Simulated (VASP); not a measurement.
# SnO2 (Pbcn) in VASP: further runs, part 2 of 2

VASP 6.6.1. The steps go on from the part before.

### 5 Single point, LDA

This run uses another cell than the first one, of the same volume but with other edges.

Input file INCAR:

```
ALGO = Normal
EDIFF = 1E-6
ENCUT = 520
GGA = CA
ISIF = 2
ISMEAR = 0
LASPH = T
LCHARG = F
LREAL = F
LWAVE = F
NBANDS = 64
NELM = 60
PREC = Accurate
SIGMA = 0.05
```

Input file KPOINTS:

```
k-points
0
Gamma
  6 6 6
```

Input file POSCAR:

```
SnO2
1.0
    4.5686132768      0.0000000000      0.0000000000
    0.0000000000      5.3856764553      0.0000000000
    0.0000000000      0.0000000000      5.0545674143
Sn O
4 8
Direct
    0.5000000000      0.6673419135      0.7500000000
    0.0000000000      0.8326580865      0.2500000000
    0.5000000000      0.3326580865      0.2500000000
    0.0000000000      0.1673419135      0.7500000000
    0.7309254637      0.6050162923      0.0776916535
    0.2309254637      0.8949837077      0.9223083465
    0.7690745363      0.8949837077      0.5776916535
    0.2690745363      0.6050162923      0.4223083465
    0.7309254637      0.3949837077      0.5776916535
    0.2309254637      0.1050162923      0.4223083465
    0.7690745363      0.1050162923      0.0776916535
    0.2690745363      0.3949837077      0.9223083465
```

Command:

```
$ cat potpaw_LDA.64/Sn_d/POTCAR potpaw_LDA.64/O/POTCAR > POTCAR
$ mpirun -np 1 vasp_std > vasp.out
```

Wall time 9.9 min (1 thread of AMD EPYC 7R43 (Zen 3), shared host); peak memory 0.4 GiB.

It converged, with:

| Item | Value |
| --- | --- |
| Free energy | -82.8599 eV |
| Pressure | 34.3 GPa |
| Largest force | 0.484 eV/Å |
| Band gap on the k mesh | 2.87 eV, direct |

Forces in eV/Å, atoms in the order of the input:
```
Sn   0.000  0.484  0.000
Sn   0.000 -0.484  0.000
Sn   0.000 -0.484  0.000
Sn   0.000  0.484  0.000
O    0.321 -0.186 -0.173
O    0.321  0.186  0.173
O   -0.321  0.186 -0.173
O   -0.321 -0.186  0.173
O    0.321  0.186 -0.173
O    0.321 -0.186  0.173
O   -0.321 -0.186 -0.173
O   -0.321  0.186  0.173
```

Stress tensor (GPa, compression positive):
```
32.04  0.00  0.00
 0.00 37.28  0.00
 0.00  0.00 33.47
```

Levels at points of the mesh, in eV from the valence-band top:
| k point | band 48 | band 49 | band 50 | band 51 | band 52 | band 53 | band 54 | band 55 | band 56 | band 57 |
| --- | --- | --- | --- | --- | --- | --- | --- | --- | --- | --- |
| (0.00, 0.00, 0.00) | -0.62 | -0.57 | -0.35 | -0.14 | 0.00 | 2.87 | 7.43 | 7.50 | 7.68 | 8.05 |
| (0.50, 0.00, 0.00) | -0.85 | -0.41 | -0.41 | -0.11 | -0.11 | 5.89 | 5.89 | 6.46 | 6.46 | 9.02 |
| (0.00, 0.50, 0.00) | -1.06 | -1.04 | -1.04 | -0.26 | -0.26 | 5.49 | 5.49 | 8.30 | 8.30 | 9.47 |
| (0.50, 0.50, 0.00) | -0.84 | -0.62 | -0.62 | -0.39 | -0.39 | 6.37 | 6.37 | 7.38 | 7.38 | 9.54 |
| (0.00, 0.00, 0.50) | -0.73 | -0.44 | -0.44 | -0.10 | -0.10 | 5.86 | 5.86 | 7.28 | 7.28 | 8.59 |
| (0.50, 0.00, 0.50) | -1.01 | -0.32 | -0.32 | -0.32 | -0.32 | 6.22 | 6.22 | 6.22 | 6.22 | 8.91 |
| (0.00, 0.50, 0.50) | -1.25 | -0.49 | -0.49 | -0.49 | -0.49 | 6.93 | 6.93 | 6.93 | 6.93 | 9.63 |
| (0.50, 0.50, 0.50) | -1.10 | -0.58 | -0.58 | -0.58 | -0.58 | 6.79 | 6.79 | 6.79 | 6.79 | 9.46 |

Caveat: spin-orbit coupling is left out, which moves the levels of the heavy elements.

### 6 Single point, LDA

Input file INCAR:

```
  PREC = Accurate
  ENCUT = 520
  EDIFF = 1E-7
  ISMEAR = 0
  SIGMA = 0.05
  LREAL = F
  LASPH = T
  NELM = 80
  ALGO = Normal
  ISIF = 2
  LWAVE = F
  LCHARG = F
  NBANDS = 64
```

Input file KPOINTS:

```
regular mesh
0
Gamma
  6 6 6
```

POSCAR: that of step 5 with these lines changed.

```diff
@@ -2,5 +2,5 @@
 1.0
-    4.5686132768      0.0000000000      0.0000000000
-    0.0000000000      5.3856764553      0.0000000000
-    0.0000000000      0.0000000000      5.0545674143
+    4.4480960351      0.0000000000      0.0000000000
+    0.0000000000      5.6814703471      0.0000000000
+    0.0000000000      0.0000000000      4.9212309977
 Sn O
```

Potentials or basis: VASP PAW LDA potentials, release 64 (Sn_d, O).

Command:

```
$ cat potpaw_LDA.64/Sn_d/POTCAR potpaw_LDA.64/O/POTCAR > POTCAR
$ mpirun -np 1 vasp_std > vasp.out
```

It took 7.8 min on 1 thread of Intel Xeon Platinum 8259CL at 2.50GHz (Skylake/Cascade Lake), shared host; peak memory 0.44 GiB.

It converged, with:

```
Free energy            : -82.6702 eV
Pressure               : 35.2 GPa
Largest force          : 0.898 eV/Å
Band gap on the k mesh : 2.96 eV, indirect (least direct gap 2.97 eV)
```

Forces on the atoms (eV/Å):
```
Sn   0.000  0.349  0.000
Sn   0.000 -0.349  0.000
Sn   0.000 -0.349  0.000
Sn   0.000  0.349  0.000
O    0.742 -0.234  0.448
O    0.742  0.234 -0.448
O   -0.742  0.234  0.448
O   -0.742 -0.234 -0.448
O    0.742  0.234  0.448
O    0.742 -0.234 -0.448
O   -0.742 -0.234  0.448
O   -0.742  0.234 -0.448
```

Stress tensor (GPa, compression positive):
```
35.60  0.00  0.00
 0.00 26.23  0.00
 0.00  0.00 43.71
```

Levels at points of the mesh, in eV from the valence-band top:
| k point | band 48 | band 49 | band 50 | band 51 | band 52 | band 53 | band 54 | band 55 | band 56 | band 57 |
| --- | --- | --- | --- | --- | --- | --- | --- | --- | --- | --- |
| (0.00, 0.00, 0.00) | -0.58 | -0.43 | -0.39 | -0.04 | -0.01 | 2.96 | 7.38 | 7.59 | 7.77 | 8.31 |
| (0.50, 0.00, 0.00) | -0.64 | -0.39 | -0.39 | -0.08 | -0.08 | 5.94 | 5.94 | 6.70 | 6.70 | 9.34 |
| (0.00, 0.50, 0.00) | -0.93 | -0.89 | -0.89 | -0.04 | -0.04 | 5.58 | 5.58 | 8.32 | 8.32 | 9.56 |
| (0.50, 0.50, 0.00) | -0.78 | -0.48 | -0.48 | -0.15 | -0.15 | 6.49 | 6.49 | 7.61 | 7.61 | 9.73 |
| (0.00, 0.00, 0.50) | -0.48 | -0.30 | -0.30 | -0.15 | -0.15 | 5.97 | 5.97 | 7.55 | 7.55 | 8.93 |
| (0.50, 0.00, 0.50) | -0.96 | -0.32 | -0.32 | -0.32 | -0.32 | 6.39 | 6.39 | 6.39 | 6.39 | 8.84 |
| (0.00, 0.50, 0.50) | -1.10 | -0.30 | -0.30 | -0.30 | -0.30 | 7.07 | 7.07 | 7.07 | 7.07 | 9.92 |
| (0.50, 0.50, 0.50) | -0.93 | -0.35 | -0.35 | -0.35 | -0.35 | 6.88 | 6.88 | 6.88 | 6.88 | 9.45 |

Caveat: spin-orbit coupling is left out, which moves the levels of the heavy elements. A k mesh can miss the band edges.

### 7 Summary

```tsv
cell	gap on the mesh (eV)	pressure (GPa)	largest force (eV/Å)
a = 4.488, b = 5.581, c = 4.965 Å, 12 atoms	2.98	34.8	0.67
a = 4.658, b = 5.491, c = 5.153 Å, 12 atoms	2.15	15.3	0.24
a = 4.528, b = 5.483, c = 5.010 Å, 12 atoms	2.95	34.5	0.50
a = 4.569, b = 5.386, c = 5.055 Å, 12 atoms	2.87	34.3	0.48
a = 4.448, b = 5.681, c = 4.921 Å, 12 atoms	2.96	35.2	0.90
```

Alike in all rows: task single point; level LDA; potentials or basis VASP PAW LDA potentials, release 64 (Sn_d, O); no spin polarisation; k mesh 6 × 6 × 6; cutoff (eV) 520; smearing gaussian 0.05 eV.

Caveats: spin-orbit coupling is left out, which moves the levels of the heavy elements.

Total energies depend on the potentials used, so only differences within one code and one set of settings carry meaning.
